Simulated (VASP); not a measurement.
# FeSb (P6_3/mmc) in VASP: single point with LDA

Aim: the single point of FeSb with LDA.

All numbers are computed with VASP 6.6.1; they aren't measurements. Logs are shortened: lines on timing, memory, paths and dates and some standing lists are left out, and cuts for length are marked.

### Step 1. The cell of the first run

Symmetry: P6_3/mmc, No. 194, hexagonal system. The conventional cell has a = 4.060 Å, b = 4.060 Å, c = 5.130 Å, α = 90.00°, β = 90.00°, γ = 120.00°. Within 3.4 Å of Fe (site symmetry -3m) lie 2 Fe at 2.56 Å and 6 Sb at 2.67 Å. Within 3.5 Å of Sb (site symmetry -6m2) lie 6 Fe at 2.67 Å and 6 Sb at 3.47 Å.

### Step 2. Single point, LDA, collinear spin, ferromagnetic start

Contents of INCAR:

```
PREC     = Accurate       # precision mode
ENCUT    = 520            # plane-wave cutoff, eV
EDIFF    = 1E-6           # SCF threshold, eV
ISMEAR   = -1             # smearing method
SIGMA    = 0.1            # smearing width, eV
LREAL    = False          # projectors in reciprocal space
LASPH    = True           # aspherical terms in the spheres
NELM     = 150            # most SCF steps
ALGO     = Normal         # electronic algorithm
ISIF     = 2              # what is computed and relaxed
LWAVE    = False          # write WAVECAR
LCHARG   = False          # write CHGCAR
ISPIN    = 2              # spin polarisation
MAGMOM   = 3 3 0 0        # initial moments
LORBIT   = 11             # projections on sites
LMAXMIX  = 4              # l up to which the mixer works
GGA      = CA             # functional
NBANDS   = 25             # bands
```

Contents of KPOINTS:

```
Automatic mesh
0
Gamma
  7 7 5
```

Contents of POSCAR:

```
FeSb
1.0
    4.0600000000      0.0000000000      0.0000000000
   -2.0300000000      3.5160631394      0.0000000000
    0.0000000000      0.0000000000      5.1300000000
Fe Sb
2 2
Direct
    0.0000000000      0.0000000000      0.0000000000
    0.0000000000      0.0000000000      0.5000000000
    0.3333333333      0.6666666667      0.2500000000
    0.6666666667      0.3333333333      0.7500000000
```

Potentials or basis: VASP PAW LDA potentials, release 64 (Fe, Sb).

Launch:

```sh
$ cat potpaw_LDA.64/Fe/POTCAR potpaw_LDA.64/Sb/POTCAR > POTCAR
$ mpirun -np 1 vasp_std > vasp.out
```

OUTCAR:

```text
PREC = Accurate
   ENCUT = 520
   EDIFF = 1E-6
   ISMEAR = -1
   LREAL = False
   LASPH = True
   NELM = 150
   ISIF = 2
   ISPIN = 2
   LORBIT = 11
   GGA = CA

 ion  position               nearest neighbor table
   1  0.000  0.000  0.000-   2 2.56   2 2.56   4 2.67   3 2.67   4 2.67   3 2.67   4 2.67   3 2.67

   2  0.000  0.000  0.500-   1 2.56   1 2.56   4 2.67   3 2.67   4 2.67   3 2.67   4 2.67   3 2.67

   3  0.333  0.667  0.250-   1 2.67   2 2.67   1 2.67   2 2.67   1 2.67   2 2.67   4 3.47   4 3.47
                             4 3.47   4 3.47   4 3.47   4 3.47
   4  0.667  0.333  0.750-   1 2.67   2 2.67   1 2.67   2 2.67   1 2.67   2 2.67   3 3.47   3 3.47
                             3 3.47   3 3.47   3 3.47   3 3.47

  LATTYP: Found a hexagonal cell.
 ALAT       =     4.0600000000
 C/A-ratio  =     1.2635467980

  Lattice vectors:

 A1 = (   4.0600000000,   0.0000000000,   0.0000000000)
 A2 = (  -2.0300000000,   3.5160631394,   0.0000000000)
 A3 = (   0.0000000000,   0.0000000000,   5.1300000000)

Analysis of symmetry for initial positions (statically):
=====================================================================
 Subroutine PRICEL returns:
 Original cell was already a primitive cell.

 Routine SETGRP: Setting up the symmetry group for a
 hexagonal supercell.

 Subroutine GETGRP returns: Found 24 space group operations
 (whereof 12 operations were pure point group operations)
 out of a pool of 24 trial point group operations.

The static configuration has the point symmetry D_3d.
 The point group associated with its full space group is D_6h.

Analysis of symmetry for dynamics (positions and initial velocities):
=====================================================================
 Subroutine PRICEL returns:
 Original cell was already a primitive cell.

 Routine SETGRP: Setting up the symmetry group for a
 hexagonal supercell.

 Subroutine GETGRP returns: Found 24 space group operations
 (whereof 12 operations were pure point group operations)
 out of a pool of 24 trial point group operations.

The dynamic configuration has the point symmetry D_3d.
 The point group associated with its full space group is D_6h.

Analysis of structural, dynamic, and magnetic symmetry:
=====================================================================
 Subroutine PRICEL returns:
 Original cell was already a primitive cell.

 Routine SETGRP: Setting up the symmetry group for a
 hexagonal supercell.

 Subroutine GETGRP returns: Found 24 space group operations
 (whereof 12 operations were pure point group operations)
 out of a pool of 24 trial point group operations.

The overall configuration has the point symmetry D_3d.
 The point group associated with its full space group is D_6h.

 Subroutine INISYM returns: Found 24 space group operations
 (whereof 12 operations are pure point group operations),
 and found     1 'primitive' translations

----------------------------------------------------------------------------------------

                                     Primitive cell

  volume of cell :      73.2319

  direct lattice vectors                    reciprocal lattice vectors
     4.060000000  0.000000000  0.000000000     0.246305419  0.142204500  0.000000000
    -2.030000000  3.516063139  0.000000000     0.000000000  0.284409000  0.000000000
     0.000000000  0.000000000  5.130000000     0.000000000  0.000000000  0.194931774

  length of vectors
     4.060000000  4.060000000  5.130000000     0.284409000  0.284409000  0.194931774

  position of ions in fractional coordinates (direct lattice)
     0.000000000  0.000000000  0.000000000
     0.000000000  0.000000000  0.500000000
     0.333333333  0.666666667  0.250000000
     0.666666667  0.333333333  0.750000000

  ion indices of the primitive-cell ions
   primitive index   ion index
                 1           1
                 2           2
                 3           3
                 4           4

----------------------------------------------------------------------------------------

 KPOINTS: Automatic mesh

Automatic generation of k-mesh.
 Grid dimensions read from file:
 generate k-points for:    7    7    5

 Generating k-lattice:

  Cartesian coordinates                     Fractional coordinates (reciprocal lattice)
     0.035186488  0.020314929  0.000000000     0.142857143  0.000000000  0.000000000
     0.000000000  0.040629857  0.000000000     0.000000000  0.142857143  0.000000000
     0.000000000  0.000000000  0.038986355     0.000000000  0.000000000  0.200000000

  Length of vectors
     0.040629857  0.040629857  0.038986355

  Shift w.r.t. Gamma in fractional coordinates (k-lattice)
     0.000000000  0.000000000  0.000000000

 Subroutine IBZKPT returns following result:
 ===========================================

 Found     24 irreducible k-points:

 Following reciprocal coordinates:
            Coordinates               Weight
  0.000000  0.000000  0.000000      1.000000
  0.142857  0.000000  0.000000      6.000000
  0.285714  0.000000  0.000000      6.000000
  0.428571 -0.000000  0.000000      6.000000
  0.142857  0.142857  0.000000      6.000000
  0.285714  0.142857  0.000000     12.000000
[... 16 lines left out ...]
  0.428571  0.142857  0.400000     12.000000
  0.285714  0.285714  0.400000     12.000000
   k-points           NKPTS =     24   k-points in BZ     NKDIM =     24   number of bands    NBANDS=     25
   number of dos      NEDOS =    301   number of ions     NIONS =      4
   total plane-waves  NPLWV =  36000
   dimension x,y,z NGX =    30 NGY =   30 NGZ =   40
   dimension x,y,z NGXF=    60 NGYF=   60 NGZF=   80
   ions per type =               2   2
   NGX,Y,Z   is equivalent  to a cutoff of  12.28, 12.28, 12.96 a.u.
   NGXF,Y,Z  is equivalent  to a cutoff of  24.57, 24.57, 25.93 a.u.
 SYSTEM =  unknown system
   PREC   = accura    normal or accurate (medium, high low for compatibility)
   ISTART =      0    job   : 0-new  1-cont  2-samecut
   ICHARG =      2    charge: 1-file 2-atom 10-const
   ISPIN  =      2    spin polarized calculation?
   LNONCOLLINEAR =      F non collinear calculations
   LSORBIT =      F    spin-orbit coupling
   LASPH  =      T    aspherical Exc in radial PAW
   ENCUT  =  520.0 eV  38.22 Ry    6.18 a.u.   7.55  7.55  9.54*2*pi/ulx,y,z
   NELM   =    150;   NELMIN=  2; NELMDL= -5     # of ELM steps
   EDIFF  = 0.1E-05   stopping-criterion for ELM
   LREAL  =      F    real-space projection
   EDIFFG = 0.1E-04   stopping-criterion for IOM
   NSW    =      0    number of steps for IOM
   IBRION =     -1    ionic relax: 0-MD 1-quasi-New 2-CG
   NFREE  =      0    steps in history (QN), initial steepest desc. (CG)
   ISIF   =      2    stress and relaxation
   ISYM   =      2    0-nonsym 1-usesym 2-fastsym
   POTIM  = 0.5000    time-step for ionic-motion
   TEBEG  =    0.0;   TEEND  =   0.0 temperature during run
   PSTRESS=    0.0 pullay stress
   NELECT =      26.0000    total number of electrons
   NUPDOWN=      -1.0000    fix difference up-down
   EMIN   =  10.00;   EMAX   =-10.00  energy-range for DOS
   EFERMI =   0.00;   METHOD = LEGACY
   ISMEAR =    -1;   SIGMA  =   0.10  broadening in eV -4-tet -1-fermi 0-gaus
   EFERMI_NEDOS =   21; number of points for ismear=-14 and -15
   IALGO  =     38    algorithm
   IMIX   =      4    mixing-type and parameters
     AMIX     =   0.40;   BMIX     =  1.00
     AMIX_MAG =   1.60;   BMIX_MAG =  1.00
  volume/ion in A,a.u.               =      18.31       123.55
  Fermi-wavevector in a.u.,A,eV,Ry     =   1.159220  2.190608 18.283392  1.343791
  Thomas-Fermi vector in A             =   2.295815
   LORBIT       =     11    0 simple, 1 ext, 2 COOP (PROOUT), +10 PAW based schemes
   GGA     = CA    functional components
   LHFCALC =     F    Hartree Fock is set to
   AEXX    =    0.0000 exact exchange contribution
   IVDW    =     0    specifies the selected vdW correction
   LEPSILON=     F    determine dielectric tensor
   LRPA    =     F    only Hartree local field effects (RPA)
 spin polarized calculation
  energy-cutoff  :      520.00
  volume of cell :       73.23
 maximum number of plane-waves:      1999
 NGX is ok and might be reduce to    30
   NGX = 15   NGY = 15   NGZ = 19

 number of electron      26.0000009 magnetization       2.6226106

 Free energy of the ion-electron system (eV)
  ---------------------------------------------------
  ext. energy  EPLUGINS =         0.00000000
  ---------------------------------------------------
  free energy    TOTEN  =       -28.18505678 eV

  energy without entropy =      -28.03461532  energy(sigma->0) =      -28.10983605

 E-fermi :   7.8349     XC(G=0): -11.4475

 val. band max:        7.8305620363   @ k =   0.1429   0.0000   0.0000
 cond. band min:       7.8384207446   @ k =   0.4286   0.1429   0.4000
 fundamental gap:      0.0078587083
 Fermi energy:         7.8348841656

 spin component 1

 k-point     1 :       0.0000    0.0000    0.0000
  band No.  band energies     occupation
      1      -4.4161      1.00000
      2      -0.1467      1.00000
      3       2.3344      1.00000
      4       4.1641      1.00000
      5       4.1641      1.00000
      6       4.9684      1.00000
[... 17 lines left out ...]
     24      16.1051      0.00000
     25      16.9060      0.00000

 k-point     2 :       0.1429    0.0000    0.0000
  band No.  band energies     occupation
      1      -4.1826      1.00000
      2      -0.2359      1.00000
      3       2.6050      1.00000
      4       4.2045      1.00000
      5       4.2190      1.00000
      6       4.8542      1.00000
[... 17 lines left out ...]
     24      15.2008      0.00000
     25      15.6938      0.00000
[... 586 lines left out ...]
     24      17.9925      0.00000
     25      18.6596      0.00000

 k-point    24 :       0.2857    0.2857    0.4000
  band No.  band energies     occupation
      1      -1.6571      1.00000
      2      -1.3936      1.00000
      3       2.6814      1.00000
      4       2.7364      1.00000
      5       3.4205      1.00000
      6       4.2599      1.00000
[... 17 lines left out ...]
     24      16.8775      0.00000
     25      17.4144      0.00000
 Fermi energy:         7.8348841656

 spin component 2

 k-point     1 :       0.0000    0.0000    0.0000
  band No.  band energies     occupation
      1      -4.4064      1.00000
      2      -0.1694      1.00000
      3       2.4630      1.00000
      4       4.6996      1.00000
      5       4.6996      1.00000
      6       5.8005      1.00000
[... 17 lines left out ...]
     24      16.3074      0.00000
     25      17.0461      0.00000

 k-point     2 :       0.1429    0.0000    0.0000
  band No.  band energies     occupation
      1      -4.1745      1.00000
      2      -0.2409      1.00000
      3       2.7334      1.00000
      4       4.5752      1.00000
      5       4.7462      1.00000
      6       5.5949      1.00000
[... 17 lines left out ...]
     24      15.3805      0.00000
     25      15.9054      0.00000
[... 586 lines left out ...]
     24      18.0986      0.00000
     25      18.7380      0.00000

 k-point    24 :       0.2857    0.2857    0.4000
  band No.  band energies     occupation
      1      -1.6571      1.00000
      2      -1.3868      1.00000
      3       2.8086      1.00000
      4       2.8282      1.00000
      5       3.5687      1.00000
      6       4.4401      1.00000
[... 17 lines left out ...]
     24      16.9778      0.00000
     25      17.5549      0.00000

------------------------ aborting loop because EDIFF is reached ----------------------------------------

  FORCE on cell =-STRESS in cart. coord.  units (eV):
  Direction    XX          YY          ZZ          XY          YZ          ZX
  --------------------------------------------------------------------------------------
  -------------------------------------------------------------------------------------
  Total       -5.7947650     -5.7947650     -6.3190562      0.0000000      0.0000000      0.0000000
  in kB     -126.7787149   -126.7787149   -138.2492345      0.0000000      0.0000000      0.0000000
  external PRESSURE =    -130.6022214 kB  Pullay stress =       0.0000000 kB

 VOLUME and BASIS-vectors are now :
 -----------------------------------------------------------------------------
  energy-cutoff  :      520.00
  volume of cell :       73.23
      direct lattice vectors                 reciprocal lattice vectors
     4.060000000  0.000000000  0.000000000     0.246305419  0.142204500  0.000000000
    -2.030000000  3.516063139  0.000000000     0.000000000  0.284409000  0.000000000
     0.000000000  0.000000000  5.130000000     0.000000000  0.000000000  0.194931774

 POSITION                                       TOTAL-FORCE (eV/Angst)
 -----------------------------------------------------------------------------------
      0.00000      0.00000      0.00000         0.000000      0.000000      0.000000
      0.00000      0.00000      2.56500         0.000000      0.000000      0.000000
     -0.00000      2.34404      1.28250        -0.000000      0.000000     -0.000000
      2.03000      1.17202      3.84750         0.000000      0.000000      0.000000
 -----------------------------------------------------------------------------------
    total drift:                                0.000000      0.000000     -0.000000

  FREE ENERGIE OF THE ION-ELECTRON SYSTEM (eV)
  ---------------------------------------------------
  free  energy   TOTEN  =       -28.1850567826 eV

  energy  without entropy=      -28.0346153186  energy(sigma->0) =      -28.10983605

 total charge

# of ion       s       p       d       tot
------------------------------------------
    1        0.402   0.424   6.404   7.230
    2        0.402   0.424   6.404   7.230
    3        1.128   1.244   0.075   2.447
    4        1.128   1.244   0.075   2.447
--------------------------------------------------
tot          3.060   3.337  12.958  19.354

 magnetization (x)

# of ion       s       p       d       tot
------------------------------------------
    1        0.009   0.005   1.375   1.388
    2        0.009   0.005   1.375   1.388
    3       -0.001  -0.056  -0.002  -0.059
    4       -0.001  -0.056  -0.002  -0.059
--------------------------------------------------
tot          0.015  -0.102   2.746   2.658
```

Wall time 2.4 min (1 thread of Oxide Virtual Turin-like, shared host); peak memory 0.17 GiB.

What came out:

| Quantity | Value |
| --- | --- |
| Free energy | -28.1851 eV |
| Pressure | -13.1 GPa |
| Net moment | 2.62 μB per cell |
| Site moments | Fe +1.39; Sb -0.06 μB |
| Valence electrons inside the program's atomic spheres | Fe 7.23; Sb 2.45 |

Stress tensor (GPa, compression positive):
```
-12.68   0.00   0.00
  0.00 -12.68   0.00
  0.00   0.00 -13.82
```

Caveat: spin-orbit coupling is left out, which moves the levels of the heavy elements; only a ferromagnetic start was run, and an antiferromagnetic order may lie lower in energy.
